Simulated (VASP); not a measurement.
# MnO (R-3m) in VASP: notebook, part 2 of 2

VASP 6.6.1. Earlier steps stand in the parts before.

## (3) Relaxation of shape and atoms at fixed volume, PBE (8.09 Å³/atom)

This run uses another cell than the first one, of 8.09 Å³/atom.

Contents of INCAR:

```
PREC = Accurate
ENCUT = 600
EDIFF = 1E-6
ISMEAR = 0
SIGMA = 0.05
LREAL = F
LASPH = T
NELM = 60
ALGO = Normal
ISIF = 4
LWAVE = F
LCHARG = F
GGA = PE
IBRION = 2
NSW = 60
EDIFFG = -0.01
```

Contents of KPOINTS:

```
regular mesh
0
Gamma
  14 14 14
```

Contents of POSCAR:

```
MnO
1.0
    1.5284902743      0.8824742727      1.9990810201
   -1.5284902743      0.8824742727      1.9990810201
    0.0000000000     -1.7649485414      1.9990810219
Mn O
1 1
Direct
    1.0000000000      0.0000000000      0.0000000000
    0.5000000000      0.5000000000      0.5000000000
```

Potentials or basis: VASP PAW PBE potentials, release 64 (Mn_pv, O).

Command:

```bash
> cat potpaw_PBE.64/Mn_pv/POTCAR potpaw_PBE.64/O/POTCAR > POTCAR
> mpirun -np 1 vasp_std > vasp.out
```

OUTCAR:

```text
PREC = Accurate
   ENCUT = 600
   EDIFF = 1E-6
   ISMEAR = 0
   LREAL = F
   LASPH = T
   NELM = 60
   ISIF = 4
   GGA = PE
   IBRION = 2
   NSW = 60
   EDIFFG = -0.01

 ion  position               nearest neighbor table
   1  0.000  0.000  0.000-   2 2.03   2 2.03   2 2.03   2 2.03   2 2.03   2 2.03
   2  0.500  0.500  0.500-   1 2.03   1 2.03   1 2.03   1 2.03   1 2.03   1 2.03

  LATTYP: Found a trigonal (rhomboedric) cell.
 ALAT       =     2.6667148864
 COS(alpha) =     0.3429443042

  Lattice vectors:

 A1 = (   1.5284902743,   0.8824742727,   1.9990810201)
 A2 = (  -1.5284902743,   0.8824742727,   1.9990810201)
 A3 = (   0.0000000000,  -1.7649485414,   1.9990810219)

Analysis of symmetry for initial positions (statically):
=====================================================================
 Subroutine PRICEL returns:
 Original cell was already a primitive cell.

 Routine SETGRP: Setting up the symmetry group for a
 trigonal (rhombohedral) supercell.

 Subroutine GETGRP returns: Found 12 space group operations
 (whereof 12 operations were pure point group operations)
 out of a pool of 12 trial point group operations.

The static configuration has the point symmetry D_3d.

Analysis of symmetry for dynamics (positions and initial velocities):
=====================================================================
 Subroutine PRICEL returns:
 Original cell was already a primitive cell.

[... 233 lines left out ...]
  ext. energy  EPLUGINS =         0.00000000
  ---------------------------------------------------
  free energy    TOTEN  =       -14.96259528 eV

  energy without entropy =      -14.95879901  energy(sigma->0) =      -14.96069715

 E-fermi :  11.1678     XC(G=0): -13.8594

 val. band max:       11.1660946651   @ k =   0.2143   0.1429   0.1429
 cond. band min:      11.1683919464   @ k =   0.3571   0.3571   0.1429
 fundamental gap:      0.0022972812
 Fermi energy:        11.1677698991

 k-point     1 :       0.0000    0.0000    0.0000
  band No.  band energies     occupation
      1     -37.3158      2.00000
      2     -37.3158      2.00000
      3     -37.0122      2.00000
      4     -11.5459      2.00000
      5       6.0244      2.00000
      6       6.0244      2.00000
      7       7.0809      2.00000
      8       8.4424      2.00000
      9       8.4424      2.00000
     10      10.1812      2.00000
     11      10.3785      2.00000
     12      10.3785      2.00000
     13      13.7928      0.00000
[... 354 lines left out ...]
  band No.  band energies     occupation
      1     -37.4187      2.00000
      2     -37.3295      2.00000
      3     -37.0852      2.00000
      4     -10.6687      2.00000
      5       2.8570      2.00000
      6       4.4623      2.00000
      7       5.9628      2.00000
      8       8.8154      2.00000
      9      10.1595      2.00000
     10      10.7627      2.00000
     11      11.2503      0.01962
     12      12.2497      0.00000
     13      16.8330      0.00000

 [... further k-points ...]

------------------------ aborting loop because EDIFF is reached ----------------------------------------

  FORCE on cell =-STRESS in cart. coord.  units (eV):
  Direction    XX          YY          ZZ          XY          YZ          ZX
  --------------------------------------------------------------------------------------
  -------------------------------------------------------------------------------------
  Total        1.1983776      1.1983776      1.1996483      0.0000000     -0.0000000      0.0000000
  in kB      118.6746278    118.6746278    118.8004619      0.0000000     -0.0000000      0.0000000
  external PRESSURE =     118.7165725 kB  Pullay stress =       0.0000000 kB
[... 17 lines left out ...]
  FREE ENERGIE OF THE ION-ELECTRON SYSTEM (eV)
  ---------------------------------------------------
  free  energy   TOTEN  =       -14.9625952841 eV

  energy  without entropy=      -14.9587990107  energy(sigma->0) =      -14.96069715

 reached required accuracy - stopping structural energy minimisation
```

It took 75 s on 1 thread of Intel Xeon Platinum 8259CL at 2.50GHz (Skylake/Cascade Lake), shared host; peak memory 0.2 GiB.

Results:

```
Free energy               : -14.9626 eV
Energy gained by relaxing : 0.2 meV/atom
Ionic steps               : 3
Pressure after relaxing   : 11.9 GPa
Band gap on the k mesh    : zero (an odd number of electrons rules out a gap without spin polarisation)
```

Step by step:
| step | energy change (eV) | largest force (eV/Å) | pressure (GPa) | volume (Å³) |
| --- | --- | --- | --- | --- |
| 1 | 0.0000 | 0.0000 | 12.21 | 16.18 |
| 2 | -0.0003 | 0.0000 | 12.01 | 16.18 |
| 3 | -0.0004 | 0.0000 | 11.87 | 16.18 |

Final structure:
```cif
data_structure
_symmetry_space_group_name_H-M 'P 1'
_symmetry_Int_Tables_number 1
_cell_length_a 2.6625
_cell_length_b 2.6625
_cell_length_c 2.6625
_cell_angle_alpha 70.260
_cell_angle_beta 70.260
_cell_angle_gamma 70.260
_cell_volume 16.18
loop_
_atom_site_label
_atom_site_type_symbol
_atom_site_fract_x
_atom_site_fract_y
_atom_site_fract_z
_atom_site_occupancy
Mn1 Mn 0.00000 0.00000 0.00000 1
O1 O 0.50000 0.50000 0.50000 1
```

Caveat: an odd number of electrons without spin polarisation forces a metal; a magnetic or distorted state may lie lower; the run has no spin polarisation, though such a crystal can be magnetic; semilocal functionals often make such compounds metallic where correlation or magnetic order opens a gap, which also shifts bond lengths.

## (4) Relaxation of shape and atoms at fixed volume, PBE (8.26 Å³/atom)

This run uses another cell than the first one, of 8.26 Å³/atom.

INCAR: that of step 3 with these lines changed.

```diff
@@ -7,3 +7,3 @@
 LASPH = T
-NELM = 60
+NELM = 80
 ALGO = Normal
```

KPOINTS is that of step 3.

Contents of POSCAR:

```
MnO
1.0
    1.5363323816      0.8870019154      2.0199481847
   -1.5363323816      0.8870019154      2.0199481847
    0.0000000000     -1.7740038268      2.0199481865
Mn O
1 1
Direct
    1.0000000000      0.0000000000      0.0000000000
    0.5000000000      0.5000000000      0.5000000000
```

Command:

```bash
> cat potpaw_PBE.64/Mn_pv/POTCAR potpaw_PBE.64/O/POTCAR > POTCAR
> mpirun -np 1 vasp_std > vasp.out
```

Wall time 72 s (1 thread of Intel Xeon Platinum 8259CL at 2.50GHz (Skylake/Cascade Lake), shared host); peak memory 0.2 GiB.

Results (log left out):

```
Free energy               : -14.9823 eV
Energy gained by relaxing : 0.1 meV/atom
Ionic steps               : 3
Pressure after relaxing   : 5.9 GPa
Band gap on the k mesh    : zero (an odd number of electrons rules out a gap without spin polarisation)
```

Step by step:
```tsv
step	energy change (eV)	largest force (eV/Å)	pressure (GPa)	volume (Å³)
1	0.0000	0.0000	6.23	16.52
2	-0.0002	0.0000	6.04	16.52
3	-0.0003	0.0000	5.92	16.52
```

Final structure:
```xyz
2
Lattice="1.5396 0.8889 2.0114 -1.5396 0.8889 2.0114 0.0000 -1.7778 2.0114" Properties=species:S:1:pos:R:3 pbc="T T T"
Mn    0.0000    0.0000    0.0000
O     0.0000    0.0000    3.0170
```

Levels at points of the mesh, in eV from the Fermi level:
| k point | band 7 | band 8 | band 9 | band 10 | band 11 | band 12 |
| --- | --- | --- | --- | --- | --- | --- |
| (0.00, 0.00, 0.00) | -4.03 | -2.62 | -2.62 | -0.99 | -0.77 | -0.77 |
| (0.50, 0.00, 0.00) | -5.95 | -1.24 | -0.91 | 0.83 | 1.95 | 2.51 |
| (0.50, 0.50, 0.00) | -5.03 | -3.67 | -0.54 | -0.04 | 0.33 | 0.59 |
| (0.50, 0.50, 0.50) | -8.30 | 0.32 | 0.32 | 0.50 | 2.80 | 2.80 |

Caveat: an odd number of electrons without spin polarisation forces a metal; a magnetic or distorted state may lie lower; the run has no spin polarisation, though such a crystal can be magnetic; semilocal functionals often make such compounds metallic where correlation or magnetic order opens a gap, which also shifts bond lengths.

## (5) Relaxation of shape and atoms at fixed volume, PBE (8.59 Å³/atom)

This run uses another cell than the first one, of 8.59 Å³/atom.

Contents of INCAR:

```
SYSTEM = MnO
PREC     = Accurate       ! precision mode
ENCUT    = 600            ! plane-wave cutoff, eV
EDIFF    = 1E-6           ! SCF threshold, eV
ISMEAR   = 0              ! smearing method
SIGMA    = 0.05           ! smearing width, eV
LREAL    = .FALSE.        ! projectors in reciprocal space
LASPH    = .TRUE.         ! aspherical terms in the spheres
NELM     = 100            ! most SCF steps
ALGO     = Normal         ! electronic algorithm
ISIF     = 4              ! what is computed and relaxed
LWAVE    = .FALSE.        ! write WAVECAR
LCHARG   = .FALSE.        ! write CHGCAR
GGA      = PE             ! functional
IBRION   = 2              ! ionic algorithm
NSW      = 60             ! ionic steps
EDIFFG   = -0.01          ! ionic threshold
```

Contents of KPOINTS:

```
Automatic mesh
0
G
  14 14 14
  0 0 0
```

Contents of POSCAR:

```
MnO
1.0
    1.5569567538      0.8989094023      2.0470648189
   -1.5569567538      0.8989094023      2.0470648189
    0.0000000000     -1.7978188005      2.0470648207
Mn O
1 1
Direct
    1.0000000000      0.0000000000      0.0000000000
    0.5000000000      0.5000000000      0.5000000000
```

Command:

```bash
> cat potpaw_PBE.64/Mn_pv/POTCAR potpaw_PBE.64/O/POTCAR > POTCAR
> mpirun -np 1 vasp_std > vasp.out
```

Run time: 75 s. Hardware: 1 thread of Intel Xeon Platinum 8259CL at 2.50GHz (Skylake/Cascade Lake), shared host; peak memory 0.21 GiB.

Results (log left out):

* Free energy: -14.9874 eV
* Energy gained by relaxing: 0.1 meV/atom
* Ionic steps: 3
* Pressure after relaxing: -4.0 GPa
* Band gap on the k mesh: zero (an odd number of electrons rules out a gap without spin polarisation)

The path:
| step | energy change (eV) | largest force (eV/Å) | pressure (GPa) | volume (Å³) |
| --- | --- | --- | --- | --- |
| 1 | 0.0000 | 0.0000 | -4.27 | 17.19 |
| 2 | -0.0001 | 0.0000 | -4.12 | 17.19 |
| 3 | -0.0002 | 0.0000 | -4.04 | 17.19 |

Final structure:
```xyz
2
Lattice="1.5544 0.8974 2.0538 -1.5544 0.8974 2.0538 0.0000 -1.7949 2.0538" Properties=species:S:1:pos:R:3 pbc="T T T"
Mn    0.0000    0.0000    0.0000
O     0.0000    0.0000    3.0807
```

Levels at points of the mesh, in eV from the Fermi level:
```
           k point  band 6  band 7  band 8  band 9  band 10  band 11  band 12  band 13
(0.00, 0.00, 0.00)   -4.88   -3.91   -2.42   -2.42    -0.99    -0.74    -0.74     2.12
(0.50, 0.00, 0.00)   -7.11   -5.78   -1.12   -0.84     0.75     1.87     2.37     5.48
(0.50, 0.50, 0.00)   -6.50   -4.91   -3.46   -0.49    -0.02     0.28     0.52     8.38
(0.50, 0.50, 0.50)   -7.91   -7.91    0.27    0.27     0.45     2.64     2.64     4.34
```

Caveat: an odd number of electrons without spin polarisation forces a metal; a magnetic or distorted state may lie lower; the run has no spin polarisation, though such a crystal can be magnetic; semilocal functionals often make such compounds metallic where correlation or magnetic order opens a gap, which also shifts bond lengths. With open d or f shells a metallic result of PBE can be an artefact of self-interaction; +U or a hybrid may open a gap.

## (6) Overview

| task | cell | cutoff (eV) | gap on the mesh (eV) | pressure (GPa) |
| --- | --- | --- | --- | --- |
| single point | a = 2.749 Å, angles 69.2°, 2 atoms | 520 | none | -8.1 |
| relaxation of shape and atoms at fixed volume | relaxed from a = 2.667 Å, angles 69.9°, 2 atoms | 600 | none | 11.9 |
| relaxation of shape and atoms at fixed volume | relaxed from a = 2.688 Å, angles 69.7°, 2 atoms | 600 | none | 5.9 |
| relaxation of shape and atoms at fixed volume | relaxed from a = 2.724 Å, angles 69.7°, 2 atoms | 600 | none | -4.0 |

Alike in all rows: level PBE; potentials or basis VASP PAW PBE potentials, release 64 (Mn_pv, O); no spin polarisation; k mesh 14 × 14 × 14; smearing gaussian 0.05 eV.

Caveats: an odd number of electrons without spin polarisation forces a metal; a magnetic or distorted state may lie lower; the run has no spin polarisation, though such a crystal can be magnetic; semilocal functionals often make such compounds metallic where correlation or magnetic order opens a gap, which also shifts bond lengths; the cell stands under tension (at least some runs).

Absolute energies hang on the potentials; compare differences alone.
